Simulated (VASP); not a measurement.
# C (Fd-3m) in VASP: notebook

Runs on C. Level: PBE. Tasks: single point, relaxation of cell and atoms.

All numbers are computed with VASP 6.6.1; they aren't measurements. Logs are shortened: lines on timing, memory, paths and dates and some standing lists are left out, and cuts for length are marked.

## Step 1: The cell of the first run

The structure is cubic, space group Fd-3m (No. 227). Conventional cell: a = 3.572 Å, b = 3.572 Å, c = 3.572 Å, α = 90.00°, β = 90.00°, γ = 90.00°. Within 2.1 Å of C (site symmetry -43m) lie 4 C at 1.55 Å.

## Step 2: Single point, PBE

Contents of INCAR:

```
SYSTEM = C
  PREC = Accurate
  ENCUT = 520
  EDIFF = 1E-7
  ISMEAR = 0
  SIGMA = 0.1
  LREAL = .False.
  LASPH = .True.
  NELM = 100
  ALGO = Normal
  ISIF = 2
  LWAVE = .False.
  LCHARG = .True.
  GGA = PE
  LELF = .True.
  LVHAR = .True.
  NBANDS = 11
```

Contents of KPOINTS:

```
Automatic mesh
0
Gamma
  8 8 8
  0 0 0
```

Contents of POSCAR:

```
C
1.0
    0.0000000000      1.7858179538      1.7858179538
    1.7858179538      0.0000000000      1.7858179538
    1.7858179538      1.7858179538      0.0000000000
C
2
Direct
    0.0000000000      0.0000000000      0.0000000000
    0.2500000000      0.2500000000      0.2500000000
```

Potentials or basis: VASP PAW PBE potentials, release 64 (C).

Command:

```sh
> cat potpaw_PBE.64/C/POTCAR > POTCAR
> mpirun -np 1 vasp_std > vasp.out
```

OUTCAR:

```text
SYSTEM = C
   PREC = Accurate
   ENCUT = 520
   EDIFF = 1E-7
   ISMEAR = 0
   LREAL = .False.
   LASPH = .True.
   NELM = 100
   ISIF = 2
   GGA = PE

 ion  position               nearest neighbor table
   1  0.000  0.000  0.000-   2 1.55   2 1.55   2 1.55   2 1.55
   2  0.250  0.250  0.250-   1 1.55   1 1.55   1 1.55   1 1.55

  LATTYP: Found a face centered cubic cell.
 ALAT       =     3.5716359076

  Lattice vectors:

 A1 = (   0.0000000000,   1.7858179538,   1.7858179538)
 A2 = (   1.7858179538,   0.0000000000,   1.7858179538)
 A3 = (   1.7858179538,   1.7858179538,   0.0000000000)

Analysis of symmetry for initial positions (statically):
=====================================================================
 Subroutine PRICEL returns:
 Original cell was already a primitive cell.

 Routine SETGRP: Setting up the symmetry group for a
 face centered cubic supercell.

 Subroutine GETGRP returns: Found 48 space group operations
 (whereof 24 operations were pure point group operations)
 out of a pool of 48 trial point group operations.

The static configuration has the point symmetry T_d .
 The point group associated with its full space group is O_h .

Analysis of symmetry for dynamics (positions and initial velocities):
=====================================================================
 Subroutine PRICEL returns:
 Original cell was already a primitive cell.

 Routine SETGRP: Setting up the symmetry group for a
 face centered cubic supercell.

 Subroutine GETGRP returns: Found 48 space group operations
 (whereof 24 operations were pure point group operations)
 out of a pool of 48 trial point group operations.

The dynamic configuration has the point symmetry T_d .
 The point group associated with its full space group is O_h .

 Subroutine INISYM returns: Found 48 space group operations
 (whereof 24 operations are pure point group operations),
 and found     1 'primitive' translations

----------------------------------------------------------------------------------------

                                     Primitive cell

  volume of cell :      11.3905

  direct lattice vectors                    reciprocal lattice vectors
     0.000000000  1.785817954  1.785817954    -0.279983746  0.279983746  0.279983746
     1.785817954  0.000000000  1.785817954     0.279983746 -0.279983746  0.279983746
     1.785817954  1.785817954  0.000000000     0.279983746  0.279983746 -0.279983746

  length of vectors
     2.525527970  2.525527970  2.525527970     0.484946073  0.484946073  0.484946073

  position of ions in fractional coordinates (direct lattice)
     0.000000000  0.000000000  0.000000000
     0.250000000  0.250000000  0.250000000

  ion indices of the primitive-cell ions
   primitive index   ion index
                 1           1
                 2           2

----------------------------------------------------------------------------------------

 KPOINTS: Automatic mesh

Automatic generation of k-mesh.
 Grid dimensions read from file:
 generate k-points for:    8    8    8

 Generating k-lattice:

  Cartesian coordinates                     Fractional coordinates (reciprocal lattice)
    -0.034997968  0.034997968  0.034997968     0.125000000  0.000000000  0.000000000
     0.034997968 -0.034997968  0.034997968     0.000000000  0.125000000  0.000000000
     0.034997968  0.034997968 -0.034997968     0.000000000  0.000000000  0.125000000

  Length of vectors
     0.060618259  0.060618259  0.060618259

  Shift w.r.t. Gamma in fractional coordinates (k-lattice)
     0.000000000  0.000000000  0.000000000

 Subroutine IBZKPT returns following result:
 ===========================================

 Found     29 irreducible k-points:

 Following reciprocal coordinates:
            Coordinates               Weight
  0.000000  0.000000  0.000000      1.000000
  0.125000  0.000000  0.000000      8.000000
  0.250000  0.000000  0.000000      8.000000
  0.375000  0.000000  0.000000      8.000000
  0.500000  0.000000  0.000000      4.000000
  0.125000  0.125000  0.000000      6.000000
[... 16 lines left out ...]
  0.500000  0.250000  0.125000     48.000000
 -0.375000  0.250000  0.125000     24.000000
 [... further k-points ...]
   k-points           NKPTS =     29   k-points in BZ     NKDIM =     29   number of bands    NBANDS=     11
   number of dos      NEDOS =    301   number of ions     NIONS =      2
   total plane-waves  NPLWV =   8000
   dimension x,y,z NGX =    20 NGY =   20 NGZ =   20
   dimension x,y,z NGXF=    40 NGYF=   40 NGZF=   40
   ions per type =               2
   NGX,Y,Z   is equivalent  to a cutoff of  13.17, 13.17, 13.17 a.u.
   NGXF,Y,Z  is equivalent  to a cutoff of  26.33, 26.33, 26.33 a.u.
 SYSTEM =  C
   PREC   = accura    normal or accurate (medium, high low for compatibility)
   ISTART =      0    job   : 0-new  1-cont  2-samecut
   ICHARG =      2    charge: 1-file 2-atom 10-const
   ISPIN  =      1    spin polarized calculation?
   LNONCOLLINEAR =      F non collinear calculations
   LSORBIT =      F    spin-orbit coupling
   LASPH  =      T    aspherical Exc in radial PAW
   ENCUT  =  520.0 eV  38.22 Ry    6.18 a.u.   4.70  4.70  4.70*2*pi/ulx,y,z
   NELM   =    100;   NELMIN=  2; NELMDL= -5     # of ELM steps
   EDIFF  = 0.1E-06   stopping-criterion for ELM
   LREAL  =      F    real-space projection
   EDIFFG = 0.1E-05   stopping-criterion for IOM
   NSW    =      0    number of steps for IOM
   IBRION =     -1    ionic relax: 0-MD 1-quasi-New 2-CG
   NFREE  =      0    steps in history (QN), initial steepest desc. (CG)
   ISIF   =      2    stress and relaxation
   ISYM   =      2    0-nonsym 1-usesym 2-fastsym
   POTIM  = 0.5000    time-step for ionic-motion
   TEBEG  =    0.0;   TEEND  =   0.0 temperature during run
   PSTRESS=    0.0 pullay stress
   NELECT =       8.0000    total number of electrons
   NUPDOWN=      -1.0000    fix difference up-down
   EMIN   =  10.00;   EMAX   =-10.00  energy-range for DOS
   EFERMI =   0.00;   METHOD = LEGACY
   ISMEAR =     0;   SIGMA  =   0.10  broadening in eV -4-tet -1-fermi 0-gaus
   EFERMI_NEDOS =   21; number of points for ismear=-14 and -15
   IALGO  =     38    algorithm
   IMIX   =      4    mixing-type and parameters
     AMIX     =   0.40;   BMIX     =  1.00
     AMIX_MAG =   1.60;   BMIX_MAG =  1.00
  volume/ion in A,a.u.               =       5.70        38.43
  Fermi-wavevector in a.u.,A,eV,Ry     =   1.455205  2.749940 28.812008  2.117623
  Thomas-Fermi vector in A             =   2.572267
   LORBIT       =      0    0 simple, 1 ext, 2 COOP (PROOUT), +10 PAW based schemes
   GGA     = PE    functional components
   LHFCALC =     F    Hartree Fock is set to
   AEXX    =    0.0000 exact exchange contribution
   IVDW    =     0    specifies the selected vdW correction
   LEPSILON=     F    determine dielectric tensor
   LRPA    =     F    only Hartree local field effects (RPA)
 non-spin polarized calculation
 Gauss-broadening in eV      SIGMA  =   0.10
  energy-cutoff  :      520.00
  volume of cell :       11.39
 maximum number of plane-waves:       331
   NGX =  9   NGY =  9   NGZ =  9

 number of electron       7.9999999 magnetization

 Free energy of the ion-electron system (eV)
  ---------------------------------------------------
  ext. energy  EPLUGINS =         0.00000000
  ---------------------------------------------------
  free energy    TOTEN  =       -18.18498796 eV

  energy without entropy =      -18.18498796  energy(sigma->0) =      -18.18498796

 E-fermi :  10.1039     XC(G=0): -13.2301

 val. band max:        9.6708606342   @ k =   0.0000   0.0000   0.0000
 cond. band min:      13.7941600449   @ k =   0.3750   0.3750   0.0000
 fundamental gap:      4.1232994107
 Fermi energy:        10.1038944030

 k-point     1 :       0.0000    0.0000    0.0000
  band No.  band energies     occupation
      1     -11.7512      2.00000
      2       9.6709      2.00000
      3       9.6709      2.00000
      4       9.6709      2.00000
      5      15.2495      0.00000
      6      15.2495      0.00000
      7      15.2495      0.00000
      8      22.9087      0.00000
      9      28.9121      0.00000
     10      36.1600      0.00000
     11      36.1600      0.00000

 k-point     2 :       0.1250    0.0000    0.0000
  band No.  band energies     occupation
      1     -11.3201      2.00000
      2       7.2636      2.00000
      3       9.0215      2.00000
      4       9.0215      2.00000
      5      16.1043      0.00000
      6      16.1043      0.00000
      7      16.5255      0.00000
      8      23.2838      0.00000
      9      29.5622      0.00000
     10      33.1151      0.00000
     11      33.1151      0.00000

 k-point     3 :       0.2500    0.0000    0.0000
  band No.  band energies     occupation
      1     -10.0406      2.00000
      2       3.0993      2.00000
      3       7.9324      2.00000
      4       7.9324      2.00000
      5      17.4407      0.00000
      6      17.4407      0.00000
      7      17.7782      0.00000
      8      24.2408      0.00000
      9      30.3295      0.00000
     10      32.0340      0.00000
     11      32.0340      0.00000
[... 267 lines left out ...]
 k-point    23 :       0.5000    0.2500    0.1250
  band No.  band energies     occupation
      1      -6.8994      2.00000
      2      -0.1471      2.00000
      3       3.4130      2.00000
      4       5.6058      2.00000
      5      17.6191      0.00000
      6      19.2797      0.00000
      7      22.0141      0.00000
      8      22.9760      0.00000
      9      29.8084      0.00000
     10      31.9239      0.00000
     11      35.7598      0.00000

 k-point    24 :      -0.3750    0.2500    0.1250
  band No.  band energies     occupation
      1      -4.9900      2.00000
      2      -2.6516      2.00000
      3       3.3769      2.00000
      4       5.0026      2.00000
      5      17.9566      0.00000
      6      19.0842      0.00000
      7      22.6690      0.00000
      8      24.4888      0.00000
      9      27.9607      0.00000
     10      33.5127      0.00000
     11      35.9495      0.00000

 [... further k-points ...]

------------------------ aborting loop because EDIFF is reached ----------------------------------------

  FORCE on cell =-STRESS in cart. coord.  units (eV):
  Direction    XX          YY          ZZ          XY          YZ          ZX
  --------------------------------------------------------------------------------------
  -------------------------------------------------------------------------------------
  Total        0.0460125      0.0460125      0.0460125     -0.0000000     -0.0000000     -0.0000000
  in kB        6.4720941      6.4720941      6.4720941     -0.0000000     -0.0000000     -0.0000000
  external PRESSURE =       6.4720941 kB  Pullay stress =       0.0000000 kB

 VOLUME and BASIS-vectors are now :
 -----------------------------------------------------------------------------
  energy-cutoff  :      520.00
  volume of cell :       11.39
      direct lattice vectors                 reciprocal lattice vectors
     0.000000000  1.785817954  1.785817954    -0.279983746  0.279983746  0.279983746
     1.785817954  0.000000000  1.785817954     0.279983746 -0.279983746  0.279983746
     1.785817954  1.785817954  0.000000000     0.279983746  0.279983746 -0.279983746

 POSITION                                       TOTAL-FORCE (eV/Angst)
 -----------------------------------------------------------------------------------
      0.00000      0.00000      0.00000         0.000000     -0.000000      0.000000
      0.89291      0.89291      0.89291        -0.000000      0.000000     -0.000000
 -----------------------------------------------------------------------------------
    total drift:                                0.000000      0.000000      0.000000

  FREE ENERGIE OF THE ION-ELECTRON SYSTEM (eV)
  ---------------------------------------------------
  free  energy   TOTEN  =       -18.1849879637 eV

  energy  without entropy=      -18.1849879637  energy(sigma->0) =      -18.18498796
```

It took 4 s on 1 thread of Intel Xeon 8259CL, shared host; peak memory 0.12 GiB.

Results:

| Property | Result |
| --- | --- |
| Free energy | -18.1850 eV |
| Pressure | 0.6 GPa |
| Band gap on the k mesh | 4.12 eV (least direct gap 5.58 eV) |

A k mesh can miss the band edges.

## Step 3: Single point, PBE

Contents of INCAR:

```
SYSTEM = C
ALGO = Normal
EDIFF = 1E-6
ENCUT = 520
GGA = PE
ISIF = 2
ISMEAR = 0
LASPH = .TRUE.
LCHARG = .FALSE.
LREAL = .FALSE.
LWAVE = .FALSE.
NBANDS = 11
NELM = 60
PREC = Accurate
SIGMA = 0.02
```

Contents of KPOINTS:

```
k-points
0
G
  12 12 12
  0 0 0
```

POSCAR is that of step 2.

Potentials or basis: VASP PAW PBE potentials, release 64 (C).

Command:

```sh
> cat potpaw_PBE.64/C/POTCAR > POTCAR
> mpirun -np 1 vasp_std > vasp.out
```

OUTCAR:

```text
SYSTEM = C
   EDIFF = 1E-6
   ENCUT = 520
   GGA = PE
   ISIF = 2
   ISMEAR = 0
   LASPH = .TRUE.
   LREAL = .FALSE.
   NELM = 60
   PREC = Accurate

 ion  position               nearest neighbor table
   1  0.000  0.000  0.000-   2 1.55   2 1.55   2 1.55   2 1.55
   2  0.250  0.250  0.250-   1 1.55   1 1.55   1 1.55   1 1.55

  LATTYP: Found a face centered cubic cell.
 ALAT       =     3.5716359076

  Lattice vectors:

 A1 = (   0.0000000000,   1.7858179538,   1.7858179538)
 A2 = (   1.7858179538,   0.0000000000,   1.7858179538)
 A3 = (   1.7858179538,   1.7858179538,   0.0000000000)

Analysis of symmetry for initial positions (statically):
=====================================================================
 Subroutine PRICEL returns:
 Original cell was already a primitive cell.

 Routine SETGRP: Setting up the symmetry group for a
 face centered cubic supercell.

 Subroutine GETGRP returns: Found 48 space group operations
 (whereof 24 operations were pure point group operations)
 out of a pool of 48 trial point group operations.

The static configuration has the point symmetry T_d .
 The point group associated with its full space group is O_h .

Analysis of symmetry for dynamics (positions and initial velocities):
=====================================================================
 Subroutine PRICEL returns:
 Original cell was already a primitive cell.

 Routine SETGRP: Setting up the symmetry group for a
 face centered cubic supercell.

 Subroutine GETGRP returns: Found 48 space group operations
 (whereof 24 operations were pure point group operations)
 out of a pool of 48 trial point group operations.

The dynamic configuration has the point symmetry T_d .
 The point group associated with its full space group is O_h .

 Subroutine INISYM returns: Found 48 space group operations
 (whereof 24 operations are pure point group operations),
 and found     1 'primitive' translations
[... 119 lines left out ...]
   LORBIT       =      0    0 simple, 1 ext, 2 COOP (PROOUT), +10 PAW based schemes
   GGA     = PE    functional components
   LHFCALC =     F    Hartree Fock is set to
   AEXX    =    0.0000 exact exchange contribution
   IVDW    =     0    specifies the selected vdW correction
   LEPSILON=     F    determine dielectric tensor
   LRPA    =     F    only Hartree local field effects (RPA)
 non-spin polarized calculation
 Gauss-broadening in eV      SIGMA  =   0.02
  energy-cutoff  :      520.00
  volume of cell :       11.39
 maximum number of plane-waves:       331
   NGX =  9   NGY =  9   NGZ =  9

 number of electron       7.9999999 magnetization

 Free energy of the ion-electron system (eV)
  ---------------------------------------------------
  ext. energy  EPLUGINS =         0.00000000
  ---------------------------------------------------
  free energy    TOTEN  =       -18.18576810 eV

  energy without entropy =      -18.18576810  energy(sigma->0) =      -18.18576810

 E-fermi :   9.7742     XC(G=0): -13.2303

 val. band max:        9.6704671015   @ k =   0.0000   0.0000   0.0000
 cond. band min:      13.8142702904   @ k =   0.3333   0.3333   0.0000
 fundamental gap:      4.1438031889
 Fermi energy:         9.7742117329

 k-point     1 :       0.0000    0.0000    0.0000
  band No.  band energies     occupation
      1     -11.7515      2.00000
      2       9.6705      2.00000
      3       9.6705      2.00000
      4       9.6705      2.00000
      5      15.2492      0.00000
      6      15.2492      0.00000
      7      15.2492      0.00000
      8      22.9083      0.00000
      9      28.9118      0.00000
     10      36.1599      0.00000
     11      36.1599      0.00000
[... 309 lines left out ...]
 k-point    24 :      -0.4167    0.1667    0.0000
  band No.  band energies     occupation
      1      -5.5911      2.00000
      2      -2.8166      2.00000
      3       4.2139      2.00000
      4       6.0972      2.00000
      5      17.1889      0.00000
      6      19.8752      0.00000
      7      20.8230      0.00000
      8      25.0632      0.00000
      9      29.0726      0.00000
     10      33.8127      0.00000
     11      34.1681      0.00000

 [... further k-points ...]

------------------------ aborting loop because EDIFF is reached ----------------------------------------

  FORCE on cell =-STRESS in cart. coord.  units (eV):
  Direction    XX          YY          ZZ          XY          YZ          ZX
  --------------------------------------------------------------------------------------
  -------------------------------------------------------------------------------------
  Total        0.0458521      0.0458521      0.0458521     -0.0000000      0.0000000     -0.0000000
  in kB        6.4495394      6.4495394      6.4495394     -0.0000000      0.0000000     -0.0000000
  external PRESSURE =       6.4495394 kB  Pullay stress =       0.0000000 kB

 VOLUME and BASIS-vectors are now :
 -----------------------------------------------------------------------------
  energy-cutoff  :      520.00
  volume of cell :       11.39
      direct lattice vectors                 reciprocal lattice vectors
     0.000000000  1.785817954  1.785817954    -0.279983746  0.279983746  0.279983746
     1.785817954  0.000000000  1.785817954     0.279983746 -0.279983746  0.279983746
     1.785817954  1.785817954  0.000000000     0.279983746  0.279983746 -0.279983746

 POSITION                                       TOTAL-FORCE (eV/Angst)
 -----------------------------------------------------------------------------------
      0.00000      0.00000      0.00000        -0.000000     -0.000000     -0.000000
      0.89291      0.89291      0.89291         0.000000      0.000000      0.000000
 -----------------------------------------------------------------------------------
    total drift:                                0.000000      0.000000      0.000000

  FREE ENERGIE OF THE ION-ELECTRON SYSTEM (eV)
  ---------------------------------------------------
  free  energy   TOTEN  =       -18.1857681006 eV

  energy  without entropy=      -18.1857681006  energy(sigma->0) =      -18.18576810
```

Wall time 7.1 s (1 thread of Intel Xeon 8259CL, shared host); peak memory 0.12 GiB.

Results:

```yaml
Free_energy: -18.1858 eV
Pressure: 0.6 GPa
Band_gap_on_the_k_mesh: 4.14 eV (least direct gap 5.58 eV)
```

(Continued in part 2 of 2.)
